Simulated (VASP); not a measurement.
# Mn (Im-3m) in VASP: notebook

The runs below take Mn through single point, with PBE.

Program: VASP 6.6.1. These are calculated values, not measurements. Logs are shortened: lines on timing, memory, paths and dates and some standing lists are left out, and cuts for length are marked.

## Step 1: The cell of the first run

It takes space group Im-3m (No. 229, cubic). The conventional cell has a = 2.881 Å, b = 2.881 Å, c = 2.881 Å, α = 90.00°, β = 90.00°, γ = 90.00°. Mn (site symmetry m-3m) has 14 Mn at 2.50 to 2.88 Å within 3.3 Å.

## Step 2: Single point, PBE, collinear spin, ferromagnetic start

File INCAR:

```
SYSTEM = Mn
  PREC = Accurate
  ENCUT = 500
  EDIFF = 1E-6
  ISMEAR = -1
  SIGMA = 0.1
  LREAL = .False.
  LASPH = .True.
  NELM = 200
  ALGO = Normal
  ISIF = 2
  LWAVE = .False.
  LCHARG = .False.
  ISPIN = 2
  MAGMOM = 1.07
  LORBIT = 11
  LMAXMIX = 4
  GGA = PE
  NBANDS = 16
  GGA_COMPAT = .False.
```

File KPOINTS:

```
Automatic mesh
0
Gamma
  8 8 8
  0 0 0
```

File POSCAR:

```
Mn
1.0
   -1.4406450000      1.4406450000      1.4406450000
    1.4406450000     -1.4406450000      1.4406450000
    1.4406450000      1.4406450000     -1.4406450000
Mn
1
Direct
    0.0000000000      0.0000000000      0.0000000000
```

Potentials or basis: VASP PAW PBE potentials, release 64 (Mn_pv).

On the command line:

```bash
> cat potpaw_PBE.64/Mn_pv/POTCAR > POTCAR
> mpirun -np 1 vasp_std > vasp.out
```

OUTCAR:

```text
SYSTEM = Mn
   PREC = Accurate
   ENCUT = 500
   EDIFF = 1E-6
   ISMEAR = -1
   LREAL = .False.
   LASPH = .True.
   NELM = 200
   ISIF = 2
   ISPIN = 2
   LORBIT = 11
   GGA = PE

 ion  position               nearest neighbor table
   1  0.000  0.000  0.000-

  LATTYP: Found a body centered cubic cell.
 ALAT       =     2.8812900000

  Lattice vectors:

 A1 = (  -1.4406450000,   1.4406450000,   1.4406450000)
 A2 = (   1.4406450000,  -1.4406450000,   1.4406450000)
 A3 = (   1.4406450000,   1.4406450000,  -1.4406450000)

Analysis of symmetry for initial positions (statically):
=====================================================================
 Subroutine PRICEL returns:
 Original cell was already a primitive cell.

 Routine SETGRP: Setting up the symmetry group for a
 body centered cubic supercell.

 Subroutine GETGRP returns: Found 48 space group operations
[... 9 lines left out ...]

 Routine SETGRP: Setting up the symmetry group for a
 body centered cubic supercell.

 Subroutine GETGRP returns: Found 48 space group operations
 (whereof 48 operations were pure point group operations)
 out of a pool of 48 trial point group operations.

The dynamic configuration has the point symmetry O_h .

Analysis of structural, dynamic, and magnetic symmetry:
=====================================================================
 Subroutine PRICEL returns:
 Original cell was already a primitive cell.

 Routine SETGRP: Setting up the symmetry group for a
 body centered cubic supercell.

 Subroutine GETGRP returns: Found 48 space group operations
 (whereof 48 operations were pure point group operations)
 out of a pool of 48 trial point group operations.

The overall configuration has the point symmetry O_h .

 Subroutine INISYM returns: Found 48 space group operations
[... 5 lines left out ...]
                                     Primitive cell

  volume of cell :      11.9600

  direct lattice vectors                    reciprocal lattice vectors
    -1.440645000  1.440645000  1.440645000     0.000000000  0.347066765  0.347066765
     1.440645000 -1.440645000  1.440645000     0.347066765  0.000000000  0.347066765
     1.440645000  1.440645000 -1.440645000     0.347066765  0.347066765  0.000000000

  length of vectors
     2.495270336  2.495270336  2.495270336     0.490826526  0.490826526  0.490826526

  position of ions in fractional coordinates (direct lattice)
     0.000000000  0.000000000  0.000000000

  ion indices of the primitive-cell ions
   primitive index   ion index
                 1           1

----------------------------------------------------------------------------------------

 KPOINTS: Automatic mesh

Automatic generation of k-mesh.
 Grid dimensions read from file:
 generate k-points for:    8    8    8

 Generating k-lattice:

  Cartesian coordinates                     Fractional coordinates (reciprocal lattice)
     0.000000000  0.043383346  0.043383346     0.125000000  0.000000000  0.000000000
     0.043383346  0.000000000  0.043383346     0.000000000  0.125000000  0.000000000
     0.043383346  0.043383346  0.000000000     0.000000000  0.000000000  0.125000000

  Length of vectors
     0.061353316  0.061353316  0.061353316

  Shift w.r.t. Gamma in fractional coordinates (k-lattice)
     0.000000000  0.000000000  0.000000000

 Subroutine IBZKPT returns following result:
 ===========================================

 Found     29 irreducible k-points:

 Following reciprocal coordinates:
            Coordinates               Weight
  0.000000  0.000000  0.000000      1.000000
  0.125000  0.000000  0.000000     12.000000
  0.250000  0.000000  0.000000     12.000000
  0.375000  0.000000  0.000000     12.000000
  0.500000  0.000000  0.000000      6.000000
  0.125000  0.125000  0.000000     24.000000
[... 16 lines left out ...]
 -0.250000  0.250000  0.250000      6.000000
 -0.375000  0.375000  0.250000     24.000000
 [... further k-points ...]
   k-points           NKPTS =     29   k-points in BZ     NKDIM =     29   number of bands    NBANDS=     16
   number of dos      NEDOS =    301   number of ions     NIONS =      1
   total plane-waves  NPLWV =   5832
   dimension x,y,z NGX =    18 NGY =   18 NGZ =   18
   dimension x,y,z NGXF=    36 NGYF=   36 NGZF=   36
   ions per type =               1
   NGX,Y,Z   is equivalent  to a cutoff of  11.99, 11.99, 11.99 a.u.
   NGXF,Y,Z  is equivalent  to a cutoff of  23.98, 23.98, 23.98 a.u.
 SYSTEM =  Mn
   PREC   = accura    normal or accurate (medium, high low for compatibility)
   ISTART =      0    job   : 0-new  1-cont  2-samecut
   ICHARG =      2    charge: 1-file 2-atom 10-const
   ISPIN  =      2    spin polarized calculation?
   LNONCOLLINEAR =      F non collinear calculations
   LSORBIT =      F    spin-orbit coupling
   LASPH  =      T    aspherical Exc in radial PAW
   ENCUT  =  500.0 eV  36.75 Ry    6.06 a.u.   4.55  4.55  4.55*2*pi/ulx,y,z
   NELM   =    200;   NELMIN=  2; NELMDL= -5     # of ELM steps
   EDIFF  = 0.1E-05   stopping-criterion for ELM
   LREAL  =      F    real-space projection
   EDIFFG = 0.1E-04   stopping-criterion for IOM
   NSW    =      0    number of steps for IOM
   IBRION =     -1    ionic relax: 0-MD 1-quasi-New 2-CG
   NFREE  =      0    steps in history (QN), initial steepest desc. (CG)
   ISIF   =      2    stress and relaxation
   ISYM   =      2    0-nonsym 1-usesym 2-fastsym
   POTIM  = 0.5000    time-step for ionic-motion
   TEBEG  =    0.0;   TEEND  =   0.0 temperature during run
   PSTRESS=    0.0 pullay stress
   NELECT =      13.0000    total number of electrons
   NUPDOWN=      -1.0000    fix difference up-down
   EMIN   =  10.00;   EMAX   =-10.00  energy-range for DOS
   EFERMI =   0.00;   METHOD = LEGACY
   ISMEAR =    -1;   SIGMA  =   0.10  broadening in eV -4-tet -1-fermi 0-gaus
   EFERMI_NEDOS =   21; number of points for ismear=-14 and -15
   IALGO  =     38    algorithm
   IMIX   =      4    mixing-type and parameters
     AMIX     =   0.40;   BMIX     =  1.00
     AMIX_MAG =   1.60;   BMIX_MAG =  1.00
  volume/ion in A,a.u.               =      11.96        80.71
  Fermi-wavevector in a.u.,A,eV,Ry     =   1.683238  3.180859 38.549273  2.833292
  Thomas-Fermi vector in A             =   2.766475
   LORBIT       =     11    0 simple, 1 ext, 2 COOP (PROOUT), +10 PAW based schemes
   GGA     = PE    functional components
   LHFCALC =     F    Hartree Fock is set to
   AEXX    =    0.0000 exact exchange contribution
   IVDW    =     0    specifies the selected vdW correction
   LEPSILON=     F    determine dielectric tensor
   LRPA    =     F    only Hartree local field effects (RPA)
 spin polarized calculation
  energy-cutoff  :      500.00
  volume of cell :       11.96
 maximum number of plane-waves:       321
   NGX =  9   NGY =  9   NGZ =  9

 number of electron      12.9999988 magnetization       0.9646251

 Free energy of the ion-electron system (eV)
  ---------------------------------------------------
  ext. energy  EPLUGINS =         0.00000000
  ---------------------------------------------------
  free energy    TOTEN  =        -8.83560690 eV

  energy without entropy =       -8.77059897  energy(sigma->0) =       -8.80310294

 E-fermi :   9.2059     XC(G=0): -13.3766

 val. band max:        9.2031266867   @ k =   0.3750   0.2500   0.0000
 cond. band min:       9.2398409104   @ k =   0.1250   0.1250   0.0000
 fundamental gap:      0.0367142237
 Fermi energy:         9.2058930808

 spin component 1

 k-point     1 :       0.0000    0.0000    0.0000
  band No.  band energies     occupation
      1     -39.1226      1.00000
      2     -39.1226      1.00000
      3     -39.1226      1.00000
      4       1.1865      1.00000
      5       7.6520      1.00000
      6       7.6520      1.00000
[... 8 lines left out ...]
     15      39.7366      0.00000
     16      41.8442      0.00000

 k-point     2 :       0.1250    0.0000    0.0000
  band No.  band energies     occupation
      1     -39.2016      1.00000
      2     -39.1482      1.00000
      3     -39.1227      1.00000
      4       1.8125      1.00000
      5       7.4600      1.00000
      6       7.6085      1.00000
[... 8 lines left out ...]
     15      37.7856      0.00000
     16      39.8786      0.00000
[... 387 lines left out ...]
      5       6.9105      1.00000
      6       8.0973      0.99998
[... 8 lines left out ...]
     15      41.9049      0.00000
     16      41.9049      0.00000

 k-point    24 :      -0.3750    0.3750    0.2500
  band No.  band energies     occupation
      1     -39.5144      1.00000
      2     -39.3694      1.00000
      3     -39.3176      1.00000
      4       5.5746      1.00000
      5       6.1770      1.00000
      6       8.1119      0.99998
[... 8 lines left out ...]
     15      40.2960      0.00000
     16      40.7936      0.00000

 [... further k-points ...]

 spin component 2

 k-point     1 :       0.0000    0.0000    0.0000
  band No.  band energies     occupation
      1     -38.0084      1.00000
      2     -38.0084      1.00000
      3     -38.0084      1.00000
      4       1.2838      1.00000
      5       8.4315      0.99957
      6       8.4315      0.99957
[... 8 lines left out ...]
     15      41.3851      0.00000
     16      42.1031      0.00000

 k-point     2 :       0.1250    0.0000    0.0000
  band No.  band energies     occupation
      1     -38.0911      1.00000
      2     -38.0350      1.00000
      3     -38.0086      1.00000
      4       1.9128      1.00000
      5       8.2241      0.99995
      6       8.3794      0.99974
[... 8 lines left out ...]
     15      38.1748      0.00000
     16      40.5313      0.00000
[... 387 lines left out ...]
      5       7.9198      1.00000
      6       8.8457      0.97345
[... 8 lines left out ...]
     15      42.0433      0.00000
     16      42.0433      0.00000

 k-point    24 :      -0.3750    0.3750    0.2500
  band No.  band energies     occupation
      1     -38.4177      1.00000
      2     -38.2654      1.00000
      3     -38.2118      1.00000
      4       6.1600      1.00000
      5       7.0591      1.00000
      6       8.8620      0.96890
[... 8 lines left out ...]
     15      40.9681      0.00000
     16      41.4289      0.00000

 [... further k-points ...]
[... 5 lines left out ...]
  --------------------------------------------------------------------------------------
  -------------------------------------------------------------------------------------
  Total       -1.3688112     -1.3688112     -1.3688112      0.0000000      0.0000000      0.0000000
  in kB     -183.3678556   -183.3678556   -183.3678556      0.0000000      0.0000000      0.0000000
  external PRESSURE =    -183.3678556 kB  Pullay stress =       0.0000000 kB

 VOLUME and BASIS-vectors are now :
 -----------------------------------------------------------------------------
  energy-cutoff  :      500.00
  volume of cell :       11.96
      direct lattice vectors                 reciprocal lattice vectors
    -1.440645000  1.440645000  1.440645000     0.000000000  0.347066765  0.347066765
     1.440645000 -1.440645000  1.440645000     0.347066765  0.000000000  0.347066765
     1.440645000  1.440645000 -1.440645000     0.347066765  0.347066765  0.000000000

 POSITION                                       TOTAL-FORCE (eV/Angst)
 -----------------------------------------------------------------------------------
      0.00000      0.00000      0.00000         0.000000     -0.000000      0.000000
 -----------------------------------------------------------------------------------
    total drift:                                0.000000      0.000000      0.000000

  FREE ENERGIE OF THE ION-ELECTRON SYSTEM (eV)
  ---------------------------------------------------
  free  energy   TOTEN  =        -8.8356069019 eV

  energy  without entropy=       -8.7705989745  energy(sigma->0) =       -8.80310294

 total charge

# of ion       s       p       d       tot
------------------------------------------
    1        0.380   6.340   5.066  11.786

 magnetization (x)

# of ion       s       p       d       tot
------------------------------------------
    1       -0.005  -0.020   1.001   0.976
```

It took 13 s on 1 thread of Intel Xeon Platinum 8488C (Sapphire Rapids), shared host; peak memory 0.12 GiB.

Results:

- Free energy: -8.8356 eV
- Pressure: -18.3 GPa
- Band gap on the k mesh: zero (filled and empty bands overlap)
- Net moment: 0.96 μB per cell
- Site moments: Mn +0.98 μB
- Valence electrons inside the program's atomic spheres: Mn 11.79

Levels at points of the mesh, in eV from the Fermi level:
Spin up:
| k point | band 3 | band 4 | band 5 | band 6 | band 7 | band 8 | band 9 | band 10 | band 11 | band 12 |
| --- | --- | --- | --- | --- | --- | --- | --- | --- | --- | --- |
| (0.00, 0.00, 0.00) | -48.33 | -8.02 | -1.55 | -1.55 | -1.55 | -0.10 | -0.10 | 23.03 | 23.03 | 23.03 |
| (0.50, 0.00, 0.00) | -48.33 | -4.47 | -2.77 | -0.06 | 0.14 | 0.67 | 1.42 | 8.08 | 17.28 | 19.94 |
| (0.50, 0.50, 0.50) | -48.70 | -4.33 | -4.33 | 1.12 | 1.12 | 1.12 | 9.85 | 9.85 | 9.85 | 15.89 |
Spin down:
```tsv
k point	band 2	band 3	band 4	band 5	band 6	band 7	band 8	band 9	band 10	band 11
(0.00, 0.00, 0.00)	-47.21	-47.21	-7.92	-0.77	-0.77	-0.77	1.17	1.17	22.94	22.94
(0.50, 0.00, 0.00)	-47.39	-47.22	-3.91	-2.07	0.74	1.08	1.43	2.33	8.68	17.33
(0.50, 0.50, 0.50)	-47.60	-47.60	-3.50	-3.50	2.01	2.01	2.01	9.97	9.97	9.97
```

Caveat: the k points lie up to 0.39 Å⁻¹ apart.

## Step 3: Single point, PBE, collinear spin, ferromagnetic start

File INCAR:

```
PREC     = Accurate       # precision mode
ENCUT    = 500            # plane-wave cutoff, eV
EDIFF    = 1E-6           # SCF threshold, eV
ISMEAR   = -1             # smearing method
SIGMA    = 0.1            # smearing width, eV
LREAL    = F              # projectors in reciprocal space
LASPH    = T              # aspherical terms in the spheres
NELM     = 200            # most SCF steps
ALGO     = Normal         # electronic algorithm
ISIF     = 2              # what is computed and relaxed
LWAVE    = F              # write WAVECAR
LCHARG   = F              # write CHGCAR
ISPIN    = 2              # spin polarisation
MAGMOM   = 1.08           # initial moments
LORBIT   = 11             # projections on sites
LMAXMIX  = 4              # l up to which the mixer works
GGA      = PE             # functional
NBANDS   = 16             # bands
GGA_COMPAT= F
```

File KPOINTS:

```
regular mesh
0
Gamma
  8 8 8
```

POSCAR is that of step 2.

Potentials or basis: VASP PAW PBE potentials, release 64 (Mn_pv).

On the command line:

```bash
> cat potpaw_PBE.64/Mn_pv/POTCAR > POTCAR
> mpirun -np 1 vasp_std > vasp.out
```

Run time: 11 s. Hardware: 1 thread of Intel Xeon Platinum 8488C (Sapphire Rapids), shared host; peak memory 0.12 GiB.

The run converged. Its results:

```yaml
Free_energy: -8.8356 eV
Pressure: -18.3 GPa
Band_gap_on_the_k_mesh: zero (filled and empty bands overlap)
Net_moment: 0.96 μB per cell
Site_moments: Mn +0.98 μB
Valence_electrons_inside_the_program's_atomic_spheres: Mn 11.79
```

Levels at points of the mesh, in eV from the Fermi level:
Spin up:
```
           k point  band 5  band 6  band 7  band 8  band 9  band 10
(0.00, 0.00, 0.00)   -1.55   -1.55   -1.55   -0.10   -0.10    23.03
(0.50, 0.00, 0.00)   -2.77   -0.06    0.14    0.67    1.42     8.08
(0.50, 0.50, 0.50)   -4.33    1.12    1.12    1.12    9.85     9.85
```
Spin down:
```
           k point  band 2  band 3  band 4  band 5  band 6  band 7  band 8  band 9  band 10  band 11
(0.00, 0.00, 0.00)  -47.21  -47.21   -7.92   -0.77   -0.77   -0.77    1.17    1.17    22.94    22.94
(0.50, 0.00, 0.00)  -47.39  -47.22   -3.92   -2.07    0.74    1.08    1.43    2.33     8.68    17.33
(0.50, 0.50, 0.50)  -47.60  -47.60   -3.50   -3.50    2.01    2.01    2.01    9.97     9.97     9.97
```

Caveat: the k points lie up to 0.39 Å⁻¹ apart.
